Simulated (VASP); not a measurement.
# ZnCd2Te2 in VASP: further runs

Runs on ZnCd2Te2. Level: PBE. Tasks: single point.

All numbers are computed with VASP 6.6.1; they aren't measurements. Logs are shortened: lines on timing, memory, paths and dates and some standing lists are left out, and cuts for length are marked.

## 1. The cell of the first run

The cell holds a slab with vacuum, 5 atoms: a = 4.679 Å, b = 4.679 Å, c = 20.081 Å, α = 90.00°, β = 90.00°, γ = 120.00°.

## 2. Single point, PBE

The input, INCAR:

```
SYSTEM = ZnCd2Te2
  ALGO = Normal
  DIPOL = 0.5 0.5 0.368
  EDIFF = 1E-6
  ENCUT = 520
  GGA = PE
  IDIPOL = 3
  ISIF = 2
  ISMEAR = 0
  LASPH = .True.
  LCHARG = .False.
  LDIPOL = .True.
  LREAL = .False.
  LWAVE = .False.
  NBANDS = 32
  NELM = 100
  PREC = Accurate
  SIGMA = 0.05
```

The input, KPOINTS:

```
k-points
0
Gamma
  6 6 1
  0 0 0
```

The input, POSCAR:

```
ZnCd2Te2
1.0
    4.6794578583      0.0000000000      0.0000000000
   -2.3397289292      4.0525293813      0.0000000000
    0.0000000000      0.0000000000     20.0807280860
Te Cd Zn
2 2 1
Direct
    0.0000000000      0.0000000000      0.1991959646
    0.3333333333      0.6666666667      0.4037116126
    0.3333333333      0.6666666667      0.2467634796
    0.6666666667      0.3333333333      0.4273116019
    0.8888888889      1.2222222222      0.5653358486
```

Potentials or basis: VASP PAW PBE potentials, release 64 (Te, Cd, Zn).

Run with:

```console
$ cat potpaw_PBE.64/Te/POTCAR potpaw_PBE.64/Cd/POTCAR potpaw_PBE.64/Zn/POTCAR > POTCAR
$ mpirun -np 1 vasp_std > vasp.out
```

OUTCAR:

```text
SYSTEM = ZnCd2Te2
   EDIFF = 1E-6
   ENCUT = 520
   GGA = PE
   ISIF = 2
   ISMEAR = 0
   LASPH = .True.
   LREAL = .False.
   NELM = 100
   PREC = Accurate

 ion  position               nearest neighbor table
   1  0.000  0.000  0.199-   3 2.87   3 2.87   3 2.87
   2  0.333  0.667  0.404-   4 2.74   4 2.74   4 2.74   3 3.15
   3  0.333  0.667  0.247-   1 2.87   1 2.87   1 2.87   2 3.15
   4  0.667  0.333  0.427-   2 2.74   2 2.74   2 2.74   5 3.09
   5  0.889  0.222  0.565-   4 3.09

  LATTYP: Found a hexagonal cell.
 ALAT       =     4.6794578583
 C/A-ratio  =     4.2912509727

  Lattice vectors:

 A1 = (   4.6794578583,   0.0000000000,   0.0000000000)
 A2 = (  -2.3397289292,   4.0525293813,   0.0000000000)
 A3 = (   0.0000000000,   0.0000000000,  20.0807280860)

Analysis of symmetry for initial positions (statically):
=====================================================================
 Subroutine PRICEL returns:
 Original cell was already a primitive cell.

 Routine SETGRP: Setting up the symmetry group for a
 hexagonal supercell.

 Subroutine GETGRP returns: Found  1 space group operations
 (whereof  1 operations were pure point group operations)
 out of a pool of 24 trial point group operations.

The static configuration has the point symmetry C_1 .

Analysis of symmetry for dynamics (positions and initial velocities):
=====================================================================
 Subroutine PRICEL returns:
 Original cell was already a primitive cell.

 Routine SETGRP: Setting up the symmetry group for a
 hexagonal supercell.

 Subroutine GETGRP returns: Found  1 space group operations
 (whereof  1 operations were pure point group operations)
 out of a pool of 24 trial point group operations.

The dynamic configuration has the point symmetry C_1 .

 Subroutine INISYM returns: Found  1 space group operations
 (whereof  1 operations are pure point group operations),
 and found     1 'primitive' translations

----------------------------------------------------------------------------------------

                                     Primitive cell

  volume of cell :     380.8037

  direct lattice vectors                    reciprocal lattice vectors
     4.679457858  0.000000000  0.000000000     0.213699969  0.123379735  0.000000000
    -2.339728929  4.052529381  0.000000000     0.000000000  0.246759469  0.000000000
     0.000000000  0.000000000 20.080728086     0.000000000  0.000000000  0.049798991

  length of vectors
     4.679457858  4.679457858 20.080728086     0.246759469  0.246759469  0.049798991

  position of ions in fractional coordinates (direct lattice)
     0.000000000  0.000000000  0.199195965
     0.333333333  0.666666667  0.403711613
     0.333333333  0.666666667  0.246763480
     0.666666667  0.333333333  0.427311602
     0.888888889  0.222222222  0.565335849

  ion indices of the primitive-cell ions
   primitive index   ion index
                 1           1
                 2           2
                 3           3
                 4           4
                 5           5

----------------------------------------------------------------------------------------

 KPOINTS: k-points

Automatic generation of k-mesh.
 Grid dimensions read from file:
 generate k-points for:    6    6    1

 Generating k-lattice:

  Cartesian coordinates                     Fractional coordinates (reciprocal lattice)
     0.035616662  0.020563289  0.000000000     0.166666667  0.000000000  0.000000000
     0.000000000  0.041126578  0.000000000     0.000000000  0.166666667  0.000000000
     0.000000000  0.000000000  0.049798991     0.000000000  0.000000000  1.000000000

  Length of vectors
     0.041126578  0.041126578  0.049798991

  Shift w.r.t. Gamma in fractional coordinates (k-lattice)
     0.000000000  0.000000000  0.000000000

 Subroutine IBZKPT returns following result:
 ===========================================

 Found     20 irreducible k-points:

 Following reciprocal coordinates:
            Coordinates               Weight
  0.000000  0.000000  0.000000      1.000000
  0.166667  0.000000  0.000000      2.000000
  0.000000  0.166667  0.000000      2.000000
 -0.166667  0.166667  0.000000      2.000000
  0.333333  0.000000  0.000000      2.000000
  0.000000  0.333333  0.000000      2.000000
[... 12 lines left out ...]
  0.500000 -0.166667  0.000000      2.000000
  0.333333  0.333333  0.000000      2.000000
   k-points           NKPTS =     20   k-points in BZ     NKDIM =     20   number of bands    NBANDS=     32
   number of dos      NEDOS =    301   number of ions     NIONS =      5
   total plane-waves  NPLWV = 194400
   dimension x,y,z NGX =    36 NGY =   36 NGZ =  150
   dimension x,y,z NGXF=    72 NGYF=   72 NGZF=  300
   ions per type =               2   2   1
   NGX,Y,Z   is equivalent  to a cutoff of  12.79, 12.79, 12.42 a.u.
   NGXF,Y,Z  is equivalent  to a cutoff of  25.58, 25.58, 24.84 a.u.
 SYSTEM =  ZnCd2Te2
   PREC   = accura    normal or accurate (medium, high low for compatibility)
   ISTART =      0    job   : 0-new  1-cont  2-samecut
   ICHARG =      2    charge: 1-file 2-atom 10-const
   ISPIN  =      1    spin polarized calculation?
   LNONCOLLINEAR =      F non collinear calculations
   LSORBIT =      F    spin-orbit coupling
   LASPH  =      T    aspherical Exc in radial PAW
   ENCUT  =  520.0 eV  38.22 Ry    6.18 a.u.   8.70  8.70 37.34*2*pi/ulx,y,z
   NELM   =    100;   NELMIN=  2; NELMDL= -5     # of ELM steps
   EDIFF  = 0.1E-05   stopping-criterion for ELM
   LREAL  =      F    real-space projection
   EDIFFG = 0.1E-04   stopping-criterion for IOM
   NSW    =      0    number of steps for IOM
   IBRION =     -1    ionic relax: 0-MD 1-quasi-New 2-CG
   NFREE  =      0    steps in history (QN), initial steepest desc. (CG)
   ISIF   =      2    stress and relaxation
   ISYM   =      2    0-nonsym 1-usesym 2-fastsym
   POTIM  = 0.5000    time-step for ionic-motion
   TEBEG  =    0.0;   TEEND  =   0.0 temperature during run
   PSTRESS=    0.0 pullay stress
   NELECT =      48.0000    total number of electrons
   NUPDOWN=      -1.0000    fix difference up-down
   EMIN   =  10.00;   EMAX   =-10.00  energy-range for DOS
   EFERMI =   0.00;   METHOD = LEGACY
   ISMEAR =     0;   SIGMA  =   0.05  broadening in eV -4-tet -1-fermi 0-gaus
   EFERMI_NEDOS =   21; number of points for ismear=-14 and -15
   IALGO  =     38    algorithm
   IMIX   =      4    mixing-type and parameters
     AMIX     =   0.40;   BMIX     =  1.00
     AMIX_MAG =   1.60;   BMIX_MAG =  1.00
  volume/ion in A,a.u.               =      76.16       513.96
  Fermi-wavevector in a.u.,A,eV,Ry     =   0.820833  1.551150  9.167156  0.673767
  Thomas-Fermi vector in A             =   1.931885
   LORBIT       =      0    0 simple, 1 ext, 2 COOP (PROOUT), +10 PAW based schemes
   GGA     = PE    functional components
   LHFCALC =     F    Hartree Fock is set to
   AEXX    =    0.0000 exact exchange contribution
   IVDW    =     0    specifies the selected vdW correction
   LEPSILON=     F    determine dielectric tensor
   LRPA    =     F    only Hartree local field effects (RPA)
 non-spin polarized calculation
 Gauss-broadening in eV      SIGMA  =   0.05
  energy-cutoff  :      520.00
  volume of cell :      380.80
 maximum number of plane-waves:     10277
   NGX = 17   NGY = 17   NGZ = 75

 number of electron      47.9999979 magnetization

 dipolmoment           0.000000      0.000000     -0.245840 electrons x Angstroem

 Free energy of the ion-electron system (eV)
  ---------------------------------------------------
  ext. energy  EPLUGINS =         0.00000000
  ---------------------------------------------------
  free energy    TOTEN  =        -8.87374827 eV

  energy without entropy =       -8.87218109  energy(sigma->0) =       -8.87296468

 E-fermi :  -1.4721     XC(G=0):  -4.5035

 val. band max:       -1.4722603807   @ k =   0.0000   0.0000   0.0000
 cond. band min:      -1.4720078689   @ k =   0.0000   0.0000   0.0000
 fundamental gap:      0.0002525118
 Fermi energy:        -1.4721341282

 k-point     1 :       0.0000    0.0000    0.0000
  band No.  band energies     occupation
      1     -13.7722      2.00000
      2     -11.6530      2.00000
      3     -11.2591      2.00000
      4     -11.2550      2.00000
      5     -10.9715      2.00000
      6     -10.9568      2.00000
[... 24 lines left out ...]
     31       2.6398      0.00000
     32       2.9318      0.00000

 k-point     2 :       0.1667    0.0000    0.0000
  band No.  band energies     occupation
      1     -13.6983      2.00000
      2     -11.5970      2.00000
      3     -11.2264      2.00000
      4     -11.2186      2.00000
      5     -10.9815      2.00000
      6     -10.9613      2.00000
[... 24 lines left out ...]
     31       2.5884      0.00000
     32       2.9504      0.00000

 k-point     3 :       0.0000    0.1667    0.0000
  band No.  band energies     occupation
      1     -13.6986      2.00000
      2     -11.5970      2.00000
      3     -11.2257      2.00000
      4     -11.2190      2.00000
      5     -10.9742      2.00000
      6     -10.9686      2.00000
[... 24 lines left out ...]
     31       2.5682      0.00000
     32       2.8452      0.00000

 k-point     4 :      -0.1667    0.1667    0.0000
  band No.  band energies     occupation
      1     -13.6983      2.00000
      2     -11.5970      2.00000
      3     -11.2229      2.00000
      4     -11.2210      2.00000
      5     -10.9849      2.00000
      6     -10.9587      2.00000
[... 514 lines left out ...]
     31       3.3156      0.00000
     32       3.5201      0.00000

 k-point    19 :       0.5000   -0.1667    0.0000
  band No.  band energies     occupation
      1     -13.4790      2.00000
      2     -11.4386      2.00000
      3     -11.1339      2.00000
      4     -11.0783      2.00000
      5     -11.0045      2.00000
      6     -10.9675      2.00000
[... 24 lines left out ...]
     31       3.0758      0.00000
     32       3.5652      0.00000

 k-point    20 :       0.3333    0.3333    0.0000
  band No.  band energies     occupation
      1     -13.4445      2.00000
      2     -11.4145      2.00000
      3     -11.1080      2.00000
      4     -11.0728      2.00000
      5     -11.0061      2.00000
      6     -10.9781      2.00000
[... 24 lines left out ...]
     31       3.4404      0.00000
     32       3.8939      0.00000

------------------------ aborting loop because EDIFF is reached ----------------------------------------

 vacuum level on the upper side and lower side of the slab       (xc-potential included)        -1.148         1.134

  FORCE on cell =-STRESS in cart. coord.  units (eV):
  Direction    XX          YY          ZZ          XY          YZ          ZX
  --------------------------------------------------------------------------------------
  -------------------------------------------------------------------------------------
  Total        0.3365606      0.5844579     -0.3199577      0.2551774     -0.0069954     -0.2832295
  in kB        1.4160307      2.4590235     -1.3461765      1.0736226     -0.0294323     -1.1916479
  external PRESSURE =       0.8429593 kB  Pullay stress =       0.0000000 kB

 VOLUME and BASIS-vectors are now :
 -----------------------------------------------------------------------------
  energy-cutoff  :      520.00
  volume of cell :      380.80
      direct lattice vectors                 reciprocal lattice vectors
     4.679457858  0.000000000  0.000000000     0.213699969  0.123379735  0.000000000
    -2.339728929  4.052529381  0.000000000     0.000000000  0.246759469  0.000000000
     0.000000000  0.000000000 20.080728086     0.000000000  0.000000000  0.049798991

 POSITION                                       TOTAL-FORCE (eV/Angst)
 -----------------------------------------------------------------------------------
      0.00000      0.00000      4.00000         0.011704     -0.002141      0.430448
     -0.00000      2.70169      8.10682         0.059703      0.020837     -0.265161
     -0.00000      2.70169      4.95519        -0.000901      0.001706     -0.405999
      2.33973      1.35084      8.58073         0.003295     -0.020244      0.223992
      3.63958      0.90056     11.35236        -0.073800     -0.000158      0.016720
 -----------------------------------------------------------------------------------
    total drift:                               -0.000043     -0.000166      0.000996

  FREE ENERGIE OF THE ION-ELECTRON SYSTEM (eV)
  ---------------------------------------------------
  free  energy   TOTEN  =        -8.8737482722 eV

  energy  without entropy=       -8.8721810881  energy(sigma->0) =       -8.87296468

 vacuum level on the upper side and lower side of the slab         1.893         4.241
```

Wall time 2.8 min (1 thread of Intel Xeon 6975P-C (Granite Rapids), shared host); peak memory 0.6 GiB.

What came out:

- Free energy: -8.8737 eV
- Largest force: 0.431 eV/Å
- Band gap on the k mesh: zero (filled and empty bands touch)

Forces on the atoms (eV/Å):
```
Te   0.012 -0.002  0.430
Te   0.060  0.021 -0.265
Cd  -0.001  0.002 -0.406
Cd   0.003 -0.020  0.224
Zn  -0.074  0.000  0.017
```

Levels at points of the mesh, in eV from the Fermi level:
```tsv
k point	band 21	band 22	band 23	band 24	band 25	band 26	band 27	band 28
(0.00, 0.00, 0.00)	-1.87	-1.29	-0.33	0.00	0.00	1.42	1.97	3.39
(0.50, 0.00, 0.00)	-2.54	-2.36	-0.88	-0.74	0.45	1.36	1.59	2.50
(0.00, 0.50, 0.00)	-2.63	-2.26	-0.88	-0.71	0.59	1.21	1.57	2.53
(0.50, 0.50, 0.00)	-2.94	-1.85	-0.88	-0.71	0.19	0.95	2.28	2.77
```

Caveat: spin-orbit coupling is left out, which moves the levels of the heavy elements.

## 3. Single point, PBE

The input, INCAR:

```
PREC = Accurate ; ENCUT = 520
EDIFF = 1E-7 ; ISMEAR = 0
SIGMA = 0.05 ; LREAL = F
LASPH = T ; NELM = 80
ALGO = Normal ; ISIF = 2
LWAVE = F ; LCHARG = T
LDIPOL = T ; IDIPOL = 3
DIPOL = 0.5 0.5 0.370 ; GGA = PE
LELF = T ; LVHAR = T
LVACPOTAV = T ; NBANDS = 32
```

The input, KPOINTS:

```
Automatic mesh
0
Gamma
  6 6 1
```

Changes to POSCAR since step 2:

```diff
@@ -12,2 +12,2 @@
     0.6666666667      0.3333333333      0.4273116019
-    0.8888888889      1.2222222222      0.5653358486
+    1.5555555556      0.5555555556      0.5742955632
```

Potentials or basis: VASP PAW PBE potentials, release 64 (Te, Cd, Zn).

Run with:

```console
$ cat potpaw_PBE.64/Te/POTCAR potpaw_PBE.64/Cd/POTCAR potpaw_PBE.64/Zn/POTCAR > POTCAR
$ mpirun -np 1 vasp_std > vasp.out
```

It took 3.7 min on 1 thread of Intel Xeon 6975P-C (Granite Rapids), shared host; peak memory 0.58 GiB.

Results (log left out):

- Free energy: -8.8443 eV
- Largest force: 0.433 eV/Å
- Band gap on the k mesh: zero (filled and empty bands touch)

Forces in eV/Å, atoms in the order of the input:
```
Te  -0.012  0.008  0.433
Te  -0.108  0.052 -0.244
Cd  -0.002  0.000 -0.412
Cd   0.013  0.008  0.220
Zn   0.109 -0.069  0.004
```

Levels at points of the mesh, in eV from the Fermi level:
```
           k point  band 20  band 21  band 22  band 23  band 24  band 25  band 26  band 27  band 28  band 29
(0.00, 0.00, 0.00)    -1.89    -1.89    -1.34    -0.35     0.00     0.00     1.39     1.98     3.35     3.47
(0.50, 0.00, 0.00)    -3.11    -2.82    -1.95    -0.88    -0.69     0.63     0.82     1.89     2.58     3.32
(0.00, 0.50, 0.00)    -3.13    -2.84    -1.88    -0.88    -0.69     0.40     0.89     2.08     2.62     3.26
(0.50, 0.50, 0.00)    -3.00    -2.75    -2.17    -0.88    -0.76     0.39     1.28     1.80     2.45     3.48
```

Caveat: spin-orbit coupling is left out, which moves the levels of the heavy elements.
